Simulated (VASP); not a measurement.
# Bi2Te3 (R-3m) in VASP: a series of runs

Bi2Te3 is run at these levels: PBE; tasks: single point, relaxation of cell and atoms.

Program: VASP 6.6.1. These are calculated values, not measurements. Logs are shortened: lines on timing, memory, paths and dates and some standing lists are left out, and cuts for length are marked.

**What was measured.**

From “Vacancy and Antisite-Induced Ferromagnetism in Liquid-Phase Exfoliated Bi2Te3”, 2024, arxiv:2412.10539, for a bulk crystal of Bi2Te3: band gap 0.17 eV.

The results are compared with them further down.

**1. The cell of the first run**

Symmetry: R-3m, No. 166, trigonal system. The conventional cell has a = 4.443 Å, b = 4.443 Å, c = 32.106 Å, α = 90.00°, β = 90.00°, γ = 120.00°. Within 4.1 Å of Bi (site symmetry 3m) lie 6 Te at 3.09 to 3.28 Å. Within 4.6 Å of Te (site symmetry -3m) lie 6 Bi at 3.28 Å and 12 Te at 4.44 to 4.56 Å. Te (site symmetry 3m) has 3 Bi at 3.09 Å and 3 Te at 4.06 Å within 4.1 Å.

**2. Single point, PBE**

The input, INCAR:

```
PREC = Accurate
ENCUT = 520
EDIFF = 1E-7
ISMEAR = 0
SIGMA = 0.01
LREAL = F
LASPH = T
NELM = 60
ALGO = Normal
ISIF = 2
LWAVE = F
LCHARG = F
GGA = PE
NBANDS = 32
```

The input, KPOINTS:

```
Automatic mesh
0
Gamma
  5 5 5
```

The input, POSCAR:

```
Bi2Te3
1.0
    2.2212766658      1.2824546809     10.7019133703
   -2.2212766658      1.2824546809     10.7019133703
    0.0000000000     -2.5649093619     10.7019133703
Bi Te
2 3
Direct
    0.3971794497      0.3971794497      0.3971794497
    0.6028205503      0.6028205503      0.6028205503
    0.0000000000      0.0000000000      0.0000000000
    0.2157598148      0.2157598148      0.2157598148
    0.7842401852      0.7842401852      0.7842401852
```

Potentials or basis: VASP PAW PBE potentials, release 64 (Bi_d, Te).

Command:

```console
$ cat potpaw_PBE.64/Bi_d/POTCAR potpaw_PBE.64/Te/POTCAR > POTCAR
$ mpirun -np 1 vasp_std > vasp.out
```

OUTCAR:

```text
PREC = Accurate
   ENCUT = 520
   EDIFF = 1E-7
   ISMEAR = 0
   LREAL = F
   LASPH = T
   NELM = 60
   ISIF = 2
   GGA = PE

 ion  position               nearest neighbor table
   1  0.397  0.397  0.397-   5 3.09   5 3.09   5 3.09   3 3.28   3 3.28   3 3.28
   2  0.603  0.603  0.603-   4 3.09   4 3.09   4 3.09   3 3.28   3 3.28   3 3.28
   3  0.000  0.000  0.000-   2 3.28   1 3.28   2 3.28   2 3.28   1 3.28   1 3.28
   4  0.216  0.216  0.216-   2 3.09   2 3.09   2 3.09
   5  0.784  0.784  0.784-   1 3.09   1 3.09   1 3.09

  LATTYP: Found a trigonal (rhomboedric) cell.
 ALAT       =    11.0049856801
 COS(alpha) =     0.9185190018

  Lattice vectors:

 A1 = (   2.2212766658,   1.2824546809,  10.7019133703)
 A2 = (  -2.2212766658,   1.2824546809,  10.7019133703)
 A3 = (   0.0000000000,  -2.5649093619,  10.7019133703)

Analysis of symmetry for initial positions (statically):
=====================================================================
 Subroutine PRICEL returns:
 Original cell was already a primitive cell.

 Routine SETGRP: Setting up the symmetry group for a
 trigonal (rhombohedral) supercell.

 Subroutine GETGRP returns: Found 12 space group operations
 (whereof 12 operations were pure point group operations)
 out of a pool of 12 trial point group operations.

The static configuration has the point symmetry D_3d.

Analysis of symmetry for dynamics (positions and initial velocities):
=====================================================================
 Subroutine PRICEL returns:
 Original cell was already a primitive cell.

 Routine SETGRP: Setting up the symmetry group for a
 trigonal (rhombohedral) supercell.

 Subroutine GETGRP returns: Found 12 space group operations
 (whereof 12 operations were pure point group operations)
 out of a pool of 12 trial point group operations.

The dynamic configuration has the point symmetry D_3d.

 Subroutine INISYM returns: Found 12 space group operations
 (whereof 12 operations are pure point group operations),
 and found     1 'primitive' translations

----------------------------------------------------------------------------------------

                                     Primitive cell

  volume of cell :     182.9184

  direct lattice vectors                    reciprocal lattice vectors
     2.221276666  1.282454681 10.701913370     0.225095778  0.129959108  0.031147078
    -2.221276666  1.282454681 10.701913370    -0.225095778  0.129959108  0.031147078
     0.000000000 -2.564909362 10.701913370     0.000000000 -0.259918216  0.031147078

  length of vectors
    11.004985680 11.004985680 11.004985680     0.261777806  0.261777806  0.261777806

  position of ions in fractional coordinates (direct lattice)
     0.397179450  0.397179450  0.397179450
     0.602820550  0.602820550  0.602820550
     0.000000000  0.000000000  0.000000000
     0.215759815  0.215759815  0.215759815
     0.784240185  0.784240185  0.784240185

  ion indices of the primitive-cell ions
   primitive index   ion index
                 1           1
                 2           2
                 3           3
                 4           4
                 5           5

----------------------------------------------------------------------------------------

 KPOINTS: Automatic mesh

Automatic generation of k-mesh.
 Grid dimensions read from file:
 generate k-points for:    5    5    5

 Generating k-lattice:

  Cartesian coordinates                     Fractional coordinates (reciprocal lattice)
     0.045019156  0.025991822  0.006229416     0.200000000  0.000000000  0.000000000
    -0.045019156  0.025991822  0.006229416     0.000000000  0.200000000  0.000000000
     0.000000000 -0.051983643  0.006229416     0.000000000  0.000000000  0.200000000

  Length of vectors
     0.052355561  0.052355561  0.052355561

  Shift w.r.t. Gamma in fractional coordinates (k-lattice)
     0.000000000  0.000000000  0.000000000

 Subroutine IBZKPT returns following result:
 ===========================================

 Found     19 irreducible k-points:

 Following reciprocal coordinates:
            Coordinates               Weight
  0.000000  0.000000  0.000000      1.000000
  0.200000  0.000000  0.000000      6.000000
  0.400000 -0.000000  0.000000      6.000000
  0.200000  0.200000  0.000000      6.000000
  0.400000  0.200000  0.000000     12.000000
 -0.400000  0.200000  0.000000     12.000000
[... 11 lines left out ...]
  0.400000  0.400000  0.400000      2.000000
 -0.400000  0.400000  0.400000      6.000000
   k-points           NKPTS =     19   k-points in BZ     NKDIM =     19   number of bands    NBANDS=     32
   number of dos      NEDOS =    301   number of ions     NIONS =      5
   total plane-waves  NPLWV = 592704
   dimension x,y,z NGX =    84 NGY =   84 NGZ =   84
   dimension x,y,z NGXF=   168 NGYF=  168 NGZF=  168
   ions per type =               2   3
   NGX,Y,Z   is equivalent  to a cutoff of  12.69, 12.69, 12.69 a.u.
   NGXF,Y,Z  is equivalent  to a cutoff of  25.38, 25.38, 25.38 a.u.
 SYSTEM =  unknown system
   PREC   = accura    normal or accurate (medium, high low for compatibility)
   ISTART =      0    job   : 0-new  1-cont  2-samecut
   ICHARG =      2    charge: 1-file 2-atom 10-const
   ISPIN  =      1    spin polarized calculation?
   LNONCOLLINEAR =      F non collinear calculations
   LSORBIT =      F    spin-orbit coupling
   LASPH  =      T    aspherical Exc in radial PAW
   ENCUT  =  520.0 eV  38.22 Ry    6.18 a.u.  20.46 20.46 20.46*2*pi/ulx,y,z
   NELM   =     60;   NELMIN=  2; NELMDL= -5     # of ELM steps
   EDIFF  = 0.1E-06   stopping-criterion for ELM
   LREAL  =      F    real-space projection
   EDIFFG = 0.1E-05   stopping-criterion for IOM
   NSW    =      0    number of steps for IOM
   IBRION =     -1    ionic relax: 0-MD 1-quasi-New 2-CG
   NFREE  =      0    steps in history (QN), initial steepest desc. (CG)
   ISIF   =      2    stress and relaxation
   ISYM   =      2    0-nonsym 1-usesym 2-fastsym
   POTIM  = 0.5000    time-step for ionic-motion
   TEBEG  =    0.0;   TEEND  =   0.0 temperature during run
   PSTRESS=    0.0 pullay stress
   NELECT =      48.0000    total number of electrons
   NUPDOWN=      -1.0000    fix difference up-down
   EMIN   =  10.00;   EMAX   =-10.00  energy-range for DOS
   EFERMI =   0.00;   METHOD = LEGACY
   ISMEAR =     0;   SIGMA  =   0.01  broadening in eV -4-tet -1-fermi 0-gaus
   EFERMI_NEDOS =   21; number of points for ismear=-14 and -15
   IALGO  =     38    algorithm
   IMIX   =      4    mixing-type and parameters
     AMIX     =   0.40;   BMIX     =  1.00
     AMIX_MAG =   1.60;   BMIX_MAG =  1.00
  volume/ion in A,a.u.               =      36.58       246.88
  Fermi-wavevector in a.u.,A,eV,Ry     =   1.048100  1.980622 14.946190  1.098514
  Thomas-Fermi vector in A             =   2.183008
   LORBIT       =      0    0 simple, 1 ext, 2 COOP (PROOUT), +10 PAW based schemes
   GGA     = PE    functional components
   LHFCALC =     F    Hartree Fock is set to
   AEXX    =    0.0000 exact exchange contribution
   IVDW    =     0    specifies the selected vdW correction
   LEPSILON=     F    determine dielectric tensor
   LRPA    =     F    only Hartree local field effects (RPA)
 non-spin polarized calculation
 Gauss-broadening in eV      SIGMA  =   0.01
  energy-cutoff  :      520.00
  volume of cell :      182.92
 maximum number of plane-waves:      4946
 NGX is ok and might be reduce to    84
   NGX = 41   NGY = 41   NGZ = 41

 number of electron      48.0000002 magnetization

 Free energy of the ion-electron system (eV)
  ---------------------------------------------------
  ext. energy  EPLUGINS =         0.00000000
  ---------------------------------------------------
  free energy    TOTEN  =       -18.40319517 eV

  energy without entropy =      -18.40319517  energy(sigma->0) =      -18.40319517

 E-fermi :   5.0969     XC(G=0):  -8.9352

 val. band max:        5.0469970834   @ k =   0.0000   0.0000   0.0000
 cond. band min:       5.5841548756   @ k =   0.0000   0.0000   0.0000
 fundamental gap:      0.5371577921
 Fermi energy:         5.0969288553

 k-point     1 :       0.0000    0.0000    0.0000
  band No.  band energies     occupation
      1     -17.8794      2.00000
      2     -17.8794      2.00000
      3     -17.8782      2.00000
      4     -17.8782      2.00000
      5     -17.8743      2.00000
      6     -17.8732      2.00000
[... 24 lines left out ...]
     31      10.2664      0.00000
     32      11.1602      0.00000

 k-point     2 :       0.2000    0.0000    0.0000
  band No.  band energies     occupation
      1     -17.8819      2.00000
      2     -17.8804      2.00000
      3     -17.8763      2.00000
      4     -17.8751      2.00000
      5     -17.8729      2.00000
      6     -17.8713      2.00000
[... 24 lines left out ...]
     31       9.5420      0.00000
     32      10.6234      0.00000

 k-point     3 :       0.4000   -0.0000    0.0000
  band No.  band energies     occupation
      1     -17.8869      2.00000
      2     -17.8848      2.00000
      3     -17.8751      2.00000
      4     -17.8747      2.00000
      5     -17.8731      2.00000
      6     -17.8726      2.00000
[... 24 lines left out ...]
     31       9.0975      0.00000
     32      10.5296      0.00000

 k-point     4 :       0.2000    0.2000    0.0000
  band No.  band energies     occupation
      1     -17.8819      2.00000
      2     -17.8804      2.00000
      3     -17.8763      2.00000
      4     -17.8751      2.00000
      5     -17.8730      2.00000
      6     -17.8713      2.00000
[... 479 lines left out ...]
     31       9.8038      0.00000
     32      10.4509      0.00000

 k-point    18 :       0.4000    0.4000    0.4000
  band No.  band energies     occupation
      1     -17.8794      2.00000
      2     -17.8794      2.00000
      3     -17.8783      2.00000
      4     -17.8783      2.00000
      5     -17.8743      2.00000
      6     -17.8732      2.00000
[... 24 lines left out ...]
     31      10.3072      0.00000
     32      11.0683      0.00000

 k-point    19 :      -0.4000    0.4000    0.4000
  band No.  band energies     occupation
      1     -17.8819      2.00000
      2     -17.8804      2.00000
      3     -17.8763      2.00000
      4     -17.8751      2.00000
      5     -17.8730      2.00000
      6     -17.8713      2.00000
[... 24 lines left out ...]
     31       9.6855      0.00000
     32      10.6592      0.00000

------------------------ aborting loop because EDIFF is reached ----------------------------------------

  FORCE on cell =-STRESS in cart. coord.  units (eV):
  Direction    XX          YY          ZZ          XY          YZ          ZX
  --------------------------------------------------------------------------------------
  -------------------------------------------------------------------------------------
  Total       -0.0164656     -0.0164656      0.0110089      0.0000000     -0.0000000      0.0000000
  in kB       -0.1442217     -0.1442217      0.0964271      0.0000000     -0.0000000      0.0000000
  external PRESSURE =      -0.0640054 kB  Pullay stress =       0.0000000 kB

 VOLUME and BASIS-vectors are now :
 -----------------------------------------------------------------------------
  energy-cutoff  :      520.00
  volume of cell :      182.92
      direct lattice vectors                 reciprocal lattice vectors
     2.221276666  1.282454681 10.701913370     0.225095778  0.129959108  0.031147078
    -2.221276666  1.282454681 10.701913370    -0.225095778  0.129959108  0.031147078
     0.000000000 -2.564909362 10.701913370     0.000000000 -0.259918216  0.031147078

 POSITION                                       TOTAL-FORCE (eV/Angst)
 -----------------------------------------------------------------------------------
      0.00000     -0.00000     12.75174         0.000000      0.000000     -0.009707
      0.00000     -0.00000     19.35400         0.000000     -0.000000      0.009707
      0.00000      0.00000      0.00000        -0.000000     -0.000000      0.000000
      0.00000     -0.00000      6.92713         0.000000      0.000000     -0.008279
      0.00000     -0.00000     25.17861         0.000000     -0.000000      0.008279
 -----------------------------------------------------------------------------------
    total drift:                                0.000000      0.000000      0.000000

  FREE ENERGIE OF THE ION-ELECTRON SYSTEM (eV)
  ---------------------------------------------------
  free  energy   TOTEN  =       -18.4031951670 eV

  energy  without entropy=      -18.4031951670  energy(sigma->0) =      -18.40319517
```

Run time: 14 min. Hardware: 1 thread of Intel Xeon Platinum 8488C (Sapphire Rapids), shared host; peak memory 1.1 GiB.

What came out:

```yaml
Free_energy: -18.4032 eV
Pressure: 0.0 GPa
Largest_force: 0.010 eV/Å
Band_gap_on_the_k_mesh: 0.54 eV
```

Forces on the atoms (eV/Å):
```
Bi   0.000  0.000 -0.010
Bi   0.000  0.000  0.010
Te   0.000  0.000  0.000
Te   0.000  0.000 -0.008
Te   0.000  0.000  0.008
```

Caveat: spin-orbit coupling is left out, which moves the levels of the heavy elements.

**3. Relaxation of cell and atoms, PBE**

This run uses another cell than the first one, of 33.87 Å³/atom.

The input, INCAR:

```
  PREC = Accurate
  ENCUT = 600
  EDIFF = 1E-6
  ISMEAR = 0
  SIGMA = 0.01
  LREAL = F
  LASPH = T
  NELM = 80
  ALGO = Normal
  ISIF = 3
  LWAVE = F
  LCHARG = F
  GGA = PE
  IBRION = 2
  NSW = 60
  EDIFFG = -0.02
```

The input, KPOINTS:

```
regular mesh
0
Gamma
  5 5 5
```

The input, POSCAR:

```
Bi2Te3
1.0
    2.1930000000      1.2661290000     10.1656670000
   -2.1930000000      1.2661290000     10.1656670000
    0.0000000000     -2.5322580000     10.1656670000
Bi Te
2 3
Direct
    0.4000000000      0.4000000000      0.4000000000
    0.6000000000      0.6000000000      0.6000000000
    0.0000000000      0.0000000000      0.0000000000
    0.2095000000      0.2095000000      0.2095000000
    0.7905000000      0.7905000000      0.7905000000
```

Potentials or basis: VASP PAW PBE potentials, release 64 (Bi_d, Te).

Command:

```console
$ cat potpaw_PBE.64/Bi_d/POTCAR potpaw_PBE.64/Te/POTCAR > POTCAR
$ mpirun -np 1 vasp_std > vasp.out
```

Wall time 71 min (1 thread of Intel Xeon Platinum 8488C (Sapphire Rapids), shared host); peak memory 1.1 GiB.

The run converged. Its results:

```yaml
Free_energy: -18.4016 eV
Relaxed_volume: 36.44 Å³/atom
Relaxed_cell: a = 10.959 Å, b = 10.959 Å, c = 10.959 Å, α = 23.39°, β = 23.39°, γ = 23.39°
Space_group_after_relaxing_to_0.1_Å: R-3m (No. 166)
Energy_gained_by_relaxing: 13.0 meV/atom
Ionic_steps: 13
Pressure_after_relaxing: 0.0 GPa
Largest_force_after_relaxing: 0.013 eV/Å
Band_gap_on_the_k_mesh: 0.51 eV
```

Forces on the atoms (eV/Å):
```
Bi   0.000  0.000 -0.013
Bi   0.000  0.000  0.013
Te   0.000  0.000  0.000
Te   0.000  0.000 -0.002
Te   0.000  0.000  0.002
```

Step by step:
| step | energy change (eV) | largest force (eV/Å) | pressure (GPa) | volume (Å³) |
| --- | --- | --- | --- | --- |
| 1 | 0.0000 | 0.0267 | 1.89 | 169.36 |
| 2 | -0.0267 | 0.3461 | -0.91 | 179.34 |
| 3 | -0.0367 | 0.2404 | 0.00 | 175.80 |
| 4 | -0.0419 | 0.1744 | -0.01 | 176.27 |
| 5 | -0.0455 | 0.1138 | 0.01 | 177.10 |
| 6 | -0.0477 | 0.1002 | 0.02 | 177.36 |
| 7 | -0.0533 | 0.0583 | -0.05 | 178.15 |
| 8 | -0.0600 | 0.0514 | -0.08 | 179.72 |
| 9 | -0.0590 | 0.1803 | -0.09 | 182.85 |
| 10 | -0.0616 | 0.0959 | -0.10 | 181.19 |
| 11 | -0.0634 | 0.0300 | 0.21 | 180.74 |
| 12 | -0.0634 | 0.0305 | 0.20 | 180.75 |
| 13 | -0.0650 | 0.0127 | 0.00 | 182.22 |

Final structure:
```yaml
crystal:
  lattice:
    - [2.22190, 1.28281, 10.65483]
    - [-2.22190, 1.28281, 10.65483]
    - [0.00000, -2.56562, 10.65483]
  atoms:
    - { symbol: Bi, position: [0.39748, 0.39748, 0.39748] }
    - { symbol: Bi, position: [0.60252, 0.60252, 0.60252] }
    - { symbol: Te, position: [0.00000, 0.00000, 0.00000] }
    - { symbol: Te, position: [0.21521, 0.21521, 0.21521] }
    - { symbol: Te, position: [0.78479, 0.78479, 0.78479] }
```

Levels at points of the mesh, in eV from the valence-band top:
| k point | band 20 | band 21 | band 22 | band 23 | band 24 | band 25 | band 26 | band 27 | band 28 |
| --- | --- | --- | --- | --- | --- | --- | --- | --- | --- |
| (0.00, 0.00, 0.00) | -1.30 | -1.30 | -0.61 | -0.61 | 0.00 | 0.51 | 1.07 | 1.07 | 2.05 |

Caveat: spin-orbit coupling is left out, which moves the levels of the heavy elements.

**4. How close it comes**

Step 2. Measured gap of Bi2Te3: 0.17 eV (quoted in “Vacancy and Antisite-Induced Ferromagnetism in Liquid-Phase Exfoliated Bi2Te3”, 2024, arxiv:2412.10539). This calculation gives 0.54 eV (+0.37 eV). Spin-orbit coupling on Bi, Te is left out. The value is that of PBE on a finite k mesh, which can miss the band edges, without temperature or zero-point motion.
